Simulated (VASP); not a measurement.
# LiF in VASP: single point with PBEsol

Aim: the single point of LiF with PBEsol.

Everything below comes from runs of VASP 6.6.1. Logs are shortened: lines on timing, memory, paths and dates and some standing lists are left out, and cuts for length are marked.

## (1) The cell of the first run

The typed cell holds 16 atoms: a = 5.572 Å, b = 4.828 Å, c = 4.810 Å, α = 90.00°, β = 90.01°, γ = 90.00°.

## (2) Single point, PBEsol

Input file INCAR:

```
PREC = Accurate
ENCUT = 520
EDIFF = 1E-6
ISMEAR = -1
SIGMA = 0.05
LREAL = Auto
LASPH = True
NELM = 100
ALGO = Normal
ISIF = 2
LWAVE = False
LCHARG = True
GGA = PS
LELF = True
LVHAR = True
NBANDS = 54
```

Input file KPOINTS:

```
Automatic mesh
0
Gamma
  4 4 4
```

Input file POSCAR:

```
LiF
1.0
    5.5717395471     -0.0000290445      0.0018969770
    0.0000353988      4.8276319910      0.0000675772
   -0.0023212113      0.0001343383      4.8103665472
Li F
8 8
Direct
   -0.1244120274      0.0037644861     -0.0033257011
   -0.1244033737      0.0037639474      0.4966743056
    0.1255990411      0.5037676640     -0.0033162997
    0.1255880075      0.5037661099      0.4966825568
    0.3755900701      0.0037658029     -0.0033319981
    0.3755978974      0.0037618715      0.4966665671
    0.6256018031      0.5037687019     -0.0033289259
    0.6255888746      0.5037644948      0.4966726800
    0.1255973879      0.1704066417      0.2466715847
    0.3755913833      0.3371278249      0.7466780528
    0.3755899084      0.6704051825      0.2466722321
    0.1255959922      0.8371233182      0.7466808452
    0.6255927655      0.1704057417      0.2466714932
    0.8755953540      0.3371281755      0.7466796257
    0.8755935000      0.6704055541      0.2466709794
    0.6255917536      0.8371235810      0.7466781254
```

Potentials or basis: VASP PAW PBE potentials, release 64 (Li_sv, F).

On the command line:

```bash
> cat potpaw_PBE.64/Li_sv/POTCAR potpaw_PBE.64/F/POTCAR > POTCAR
> mpirun -np 1 vasp_std > vasp.out
```

OUTCAR:

```text
PREC = Accurate
   ENCUT = 520
   EDIFF = 1E-6
   ISMEAR = -1
   LREAL = Auto
   LASPH = True
   NELM = 100
   ISIF = 2
   GGA = PS

 ion  position               nearest neighbor table
   1  0.876  0.004  0.997-  16 2.01   9 2.01  13 2.01  12 2.01  15 2.01  14 2.01   2 2.41   2 2.41

   2  0.876  0.004  0.497-  12 2.01  13 2.01   9 2.01  16 2.01  15 2.01  14 2.01   1 2.41   1 2.41

   3  0.126  0.504  0.997-  11 2.01  14 2.01  15 2.01  10 2.01   9 2.01  12 2.01   4 2.41   4 2.41

   4  0.126  0.504  0.497-  10 2.01  15 2.01  14 2.01  11 2.01  12 2.01   9 2.01   3 2.41   3 2.41

   5  0.376  0.004  0.997-  12 2.01  13 2.01  16 2.01   9 2.01  10 2.01  11 2.01   6 2.41   6 2.41

   6  0.376  0.004  0.497-   9 2.01  16 2.01  13 2.01  12 2.01  11 2.01  10 2.01   5 2.41   5 2.41

   7  0.626  0.504  0.997-  15 2.01  10 2.01  14 2.01  11 2.01  16 2.01  13 2.01   8 2.41   8 2.41

   8  0.626  0.504  0.497-  11 2.01  14 2.01  10 2.01  15 2.01  13 2.01  16 2.01   7 2.41   7 2.41

   9  0.126  0.170  0.247-   6 2.01   1 2.01   2 2.01   5 2.01   3 2.01   4 2.01
  10  0.376  0.337  0.747-   4 2.01   7 2.01   8 2.01   3 2.01   5 2.01   6 2.01
  11  0.376  0.670  0.247-   3 2.01   8 2.01   4 2.01   7 2.01   5 2.01   6 2.01
  12  0.126  0.837  0.747-   5 2.01   2 2.01   6 2.01   1 2.01   3 2.01   4 2.01
  13  0.626  0.170  0.247-   2 2.01   5 2.01   6 2.01   1 2.01   7 2.01   8 2.01
  14  0.876  0.337  0.747-   8 2.01   3 2.01   4 2.01   7 2.01   1 2.01   2 2.01
  15  0.876  0.670  0.247-   7 2.01   4 2.01   3 2.01   8 2.01   1 2.01   2 2.01
  16  0.626  0.837  0.747-   6 2.01   1 2.01   5 2.01   2 2.01   7 2.01   8 2.01

  LATTYP: Found a triclinic cell.
 ALAT       =     4.8103671091
 B/A-ratio  =     1.5303384740
 C/A-ratio  =     1.0035890987
 COS(alpha) =     0.0000257855
 COS(beta)  =     0.0000419213
 COS(gamma) =     0.6535577486

  Lattice vectors:

 A1 = (   0.0023212113,  -0.0001343383,  -4.8103665472)
 A2 = (   5.5740607584,  -0.0001633828,  -4.8084695702)
 A3 = (  -0.0000353988,  -4.8276319910,  -0.0000675772)

Analysis of symmetry for initial positions (statically):
=====================================================================
 Subroutine PRICEL returns:
 Original cell was already a primitive cell.

 Routine SETGRP: Setting up the symmetry group for a
 triclinic supercell.

 Subroutine GETGRP returns: Found  2 space group operations
 (whereof  1 operations were pure point group operations)
 out of a pool of  2 trial point group operations.

The static configuration has the point symmetry C_1 .
 The point group associated with its full space group is S_2 .

Analysis of symmetry for dynamics (positions and initial velocities):
=====================================================================
 Subroutine PRICEL returns:
 Original cell was already a primitive cell.

 Routine SETGRP: Setting up the symmetry group for a
 triclinic supercell.

 Subroutine GETGRP returns: Found  2 space group operations
 (whereof  1 operations were pure point group operations)
 out of a pool of  2 trial point group operations.

The dynamic configuration has the point symmetry C_1 .
 The point group associated with its full space group is S_2 .

 Subroutine INISYM returns: Found  2 space group operations
 (whereof  1 operations are pure point group operations),
 and found     1 'primitive' translations

----------------------------------------------------------------------------------------

                                     Primitive cell

  volume of cell :     129.3907

  direct lattice vectors                    reciprocal lattice vectors
     5.571739547 -0.000029044  0.001896977     0.179477132 -0.000001317  0.000086606
     0.000035399  4.827631991  0.000067577     0.000001082  0.207140893 -0.000005784
    -0.002321211  0.000134338  4.810366547    -0.000070777 -0.000002909  0.207884332

  length of vectors
     5.571739870  4.827631992  4.810367109     0.179477153  0.207140893  0.207884344

  position of ions in fractional coordinates (direct lattice)
     0.875587973  0.003764486  0.996674299
     0.875596626  0.003763947  0.496674306
     0.125599041  0.503767664  0.996683700
     0.125588007  0.503766110  0.496682557
     0.375590070  0.003765803  0.996668002
     0.375597897  0.003761871  0.496666567
[... 8 lines left out ...]
     0.875593500  0.670405554  0.246670979
     0.625591754  0.837123581  0.746678125

  ion indices of the primitive-cell ions
   primitive index   ion index
                 1           1
                 2           2
                 3           3
                 4           4
                 5           5
                 6           6
[... 8 lines left out ...]
                15          15
                16          16

----------------------------------------------------------------------------------------

 KPOINTS: Automatic mesh

Automatic generation of k-mesh.
 Grid dimensions read from file:
 generate k-points for:    4    4    4

 Generating k-lattice:

  Cartesian coordinates                     Fractional coordinates (reciprocal lattice)
     0.044869283 -0.000000329  0.000021651     0.250000000  0.000000000 -0.000000000
     0.000000270  0.051785223 -0.000001446    -0.000000000  0.250000000  0.000000000
    -0.000017694 -0.000000727  0.051971083     0.000000000  0.000000000  0.250000000

  Length of vectors
     0.044869288  0.051785223  0.051971086

  Shift w.r.t. Gamma in fractional coordinates (k-lattice)
     0.000000000  0.000000000  0.000000000

 Subroutine IBZKPT returns following result:
 ===========================================

 Found     36 irreducible k-points:

 Following reciprocal coordinates:
            Coordinates               Weight
  0.000000  0.000000  0.000000      1.000000
  0.250000 -0.000000  0.000000      2.000000
  0.500000 -0.000000  0.000000      1.000000
  0.000000  0.250000 -0.000000      2.000000
  0.250000  0.250000  0.000000      2.000000
  0.500000  0.250000  0.000000      2.000000
[... 16 lines left out ...]
  0.000000 -0.250000  0.250000      2.000000
  0.250000 -0.250000  0.250000      2.000000
 [... further k-points ...]
   k-points           NKPTS =     36   k-points in BZ     NKDIM =     36   number of bands    NBANDS=     54
   number of dos      NEDOS =    301   number of ions     NIONS =     16
   total plane-waves  NPLWV =  54432
   dimension x,y,z NGX =    42 NGY =   36 NGZ =   36
   dimension x,y,z NGXF=    84 NGYF=   72 NGZF=   72
   ions per type =               8   8
   NGX,Y,Z   is equivalent  to a cutoff of  12.53, 12.40, 12.44 a.u.
   NGXF,Y,Z  is equivalent  to a cutoff of  25.06, 24.79, 24.88 a.u.
 SYSTEM =  unknown system
   PREC   = accura    normal or accurate (medium, high low for compatibility)
   ISTART =      0    job   : 0-new  1-cont  2-samecut
   ICHARG =      2    charge: 1-file 2-atom 10-const
   ISPIN  =      1    spin polarized calculation?
   LNONCOLLINEAR =      F non collinear calculations
   LSORBIT =      F    spin-orbit coupling
   LASPH  =      T    aspherical Exc in radial PAW
   ENCUT  =  520.0 eV  38.22 Ry    6.18 a.u.  10.36  8.98  8.94*2*pi/ulx,y,z
   NELM   =    100;   NELMIN=  2; NELMDL= -5     # of ELM steps
   EDIFF  = 0.1E-05   stopping-criterion for ELM
   LREAL  =      T    real-space projection
   EDIFFG = 0.1E-04   stopping-criterion for IOM
   NSW    =      0    number of steps for IOM
   IBRION =     -1    ionic relax: 0-MD 1-quasi-New 2-CG
   NFREE  =      0    steps in history (QN), initial steepest desc. (CG)
   ISIF   =      2    stress and relaxation
   ISYM   =      2    0-nonsym 1-usesym 2-fastsym
   POTIM  = 0.5000    time-step for ionic-motion
   TEBEG  =    0.0;   TEEND  =   0.0 temperature during run
   PSTRESS=    0.0 pullay stress
   NELECT =      80.0000    total number of electrons
   NUPDOWN=      -1.0000    fix difference up-down
   EMIN   =  10.00;   EMAX   =-10.00  energy-range for DOS
   EFERMI =   0.00;   METHOD = LEGACY
   ISMEAR =    -1;   SIGMA  =   0.05  broadening in eV -4-tet -1-fermi 0-gaus
   EFERMI_NEDOS =   21; number of points for ismear=-14 and -15
   IALGO  =     38    algorithm
   IMIX   =      4    mixing-type and parameters
     AMIX     =   0.40;   BMIX     =  1.00
     AMIX_MAG =   1.60;   BMIX_MAG =  1.00
  volume/ion in A,a.u.               =       8.09        54.57
  Fermi-wavevector in a.u.,A,eV,Ry     =   1.394667  2.635538 26.464626  1.945095
  Thomas-Fermi vector in A             =   2.518194
   LORBIT       =      0    0 simple, 1 ext, 2 COOP (PROOUT), +10 PAW based schemes
   GGA     = PS    functional components
   LHFCALC =     F    Hartree Fock is set to
   AEXX    =    0.0000 exact exchange contribution
   IVDW    =     0    specifies the selected vdW correction
   LEPSILON=     F    determine dielectric tensor
   LRPA    =     F    only Hartree local field effects (RPA)
 non-spin polarized calculation
  energy-cutoff  :      520.00
  volume of cell :      129.39
 maximum number of plane-waves:      3508
 NGX is ok and might be reduce to    42
   NGX = 21   NGY = 17   NGZ = 17

 number of electron      80.0000087 magnetization

 Free energy of the ion-electron system (eV)
  ---------------------------------------------------
  ext. energy  EPLUGINS =         0.00000000
  ---------------------------------------------------
  free energy    TOTEN  =       -78.12028418 eV

  energy without entropy =      -78.12028418  energy(sigma->0) =      -78.12028418

 E-fermi :   0.2628     XC(G=0): -10.2475

 val. band max:       -0.9357358093   @ k =   0.0000   0.0000   0.0000
 cond. band min:       7.9775189382   @ k =   0.0000   0.0000   0.0000
 fundamental gap:      8.9132547476
 Fermi energy:         0.2628300837

 k-point     1 :       0.0000    0.0000    0.0000
  band No.  band energies     occupation
      1     -41.3828      2.00000
      2     -41.3260      2.00000
      3     -41.3258      2.00000
      4     -41.3253      2.00000
      5     -41.2842      2.00000
      6     -41.2453      2.00000
[... 44 lines left out ...]
     51      14.2720      0.00000
     52      14.2720      0.00000
[... 1263 lines left out ...]
     51      14.4627      0.00000
     52      14.8585      0.00000

 [... further k-points ...]

 [bands above 52 left out]

------------------------ aborting loop because EDIFF is reached ----------------------------------------

  FORCE on cell =-STRESS in cart. coord.  units (eV):
  Direction    XX          YY          ZZ          XY          YZ          ZX
  --------------------------------------------------------------------------------------
  -------------------------------------------------------------------------------------
  Total       -0.2205229     -0.2789433     -0.2010344      0.0008357      0.0017375      0.0038122
  in kB       -2.7306184     -3.4540074     -2.4893027      0.0103485      0.0215146      0.0472049
  external PRESSURE =      -2.8913095 kB  Pullay stress =       0.0000000 kB

 VOLUME and BASIS-vectors are now :
 -----------------------------------------------------------------------------
  energy-cutoff  :      520.00
  volume of cell :      129.39
      direct lattice vectors                 reciprocal lattice vectors
     5.571739547 -0.000029044  0.001896977     0.179477132 -0.000001317  0.000086606
     0.000035399  4.827631991  0.000067577     0.000001082  0.207140893 -0.000005784
    -0.002321211  0.000134338  4.810366547    -0.000070777 -0.000002909  0.207884332

 POSITION                                       TOTAL-FORCE (eV/Angst)
 -----------------------------------------------------------------------------------
      4.87623      0.01828      4.79603         0.000317     -0.000232      0.000176
      4.87744      0.01821      2.39085         0.000088     -0.000020      0.000029
      0.69751      2.43214      4.79469        -0.000243      0.000222     -0.000195
      0.69861      2.43206      2.38950        -0.000036     -0.000011     -0.000064
      2.09038      0.01830      4.79505         0.000243     -0.000222      0.000195
      2.09158      0.01822      2.38986         0.000036      0.000011      0.000064
[... 8 lines left out ...]
      4.87803      3.23648      1.18828         0.000123      0.000881      0.000184
      3.48393      4.04141      3.59304        -0.000123     -0.000881     -0.000184
 -----------------------------------------------------------------------------------
    total drift:                                0.129156      0.074912     -0.205893

  FREE ENERGIE OF THE ION-ELECTRON SYSTEM (eV)
  ---------------------------------------------------
  free  energy   TOTEN  =       -78.1202841805 eV

  energy  without entropy=      -78.1202841805  energy(sigma->0) =      -78.12028418
```

Run time: 3.2 min. Hardware: 1 thread of Intel Xeon Platinum 8488C (Sapphire Rapids), shared host; peak memory 0.3 GiB.

What came out:

```yaml
Free_energy: -78.1203 eV
Band_gap_on_the_k_mesh: 8.91 eV
```

Levels at points of the mesh, in eV from the valence-band top:
| k point | band 36 | band 37 | band 38 | band 39 | band 40 | band 41 | band 42 | band 43 | band 44 | band 45 |
| --- | --- | --- | --- | --- | --- | --- | --- | --- | --- | --- |
| (0.00, 0.00, 0.00) | -0.30 | -0.17 | -0.17 | 0.00 | 0.00 | 8.91 | 10.58 | 10.95 | 11.81 | 11.81 |
| (0.50, 0.00, 0.00) | -0.46 | -0.38 | -0.38 | -0.23 | -0.23 | 9.90 | 9.90 | 12.37 | 12.37 | 12.57 |
| (0.00, 0.50, 0.00) | -0.41 | -0.30 | -0.30 | -0.12 | -0.12 | 10.07 | 10.07 | 10.94 | 10.94 | 12.83 |
| (0.50, 0.50, 0.00) | -0.53 | -0.47 | -0.47 | -0.47 | -0.47 | 10.74 | 10.74 | 10.74 | 10.74 | 13.96 |
| (0.00, 0.00, 0.50) | -0.59 | -0.09 | -0.09 | -0.09 | -0.09 | 10.20 | 10.20 | 12.43 | 12.43 | 12.84 |
| (0.50, 0.00, 0.50) | -0.58 | -0.34 | -0.34 | -0.34 | -0.34 | 11.45 | 11.45 | 11.45 | 11.45 | 13.06 |
| (0.00, 0.50, 0.50) | -0.64 | -0.37 | -0.37 | -0.37 | -0.37 | 11.69 | 11.69 | 11.69 | 11.69 | 12.43 |
| (0.50, 0.50, 0.50) | -0.53 | -0.53 | -0.53 | -0.53 | -0.53 | 12.28 | 12.28 | 12.28 | 12.28 | 12.28 |

Caveat: the cutoff is under 1.25 times the usual one of these potentials, so pressure, stress and relaxed cells hold a basis-set (Pulay) error; the PAW data sets were made with another functional, which shifts forces and pressure a little. A k mesh can miss the band edges.
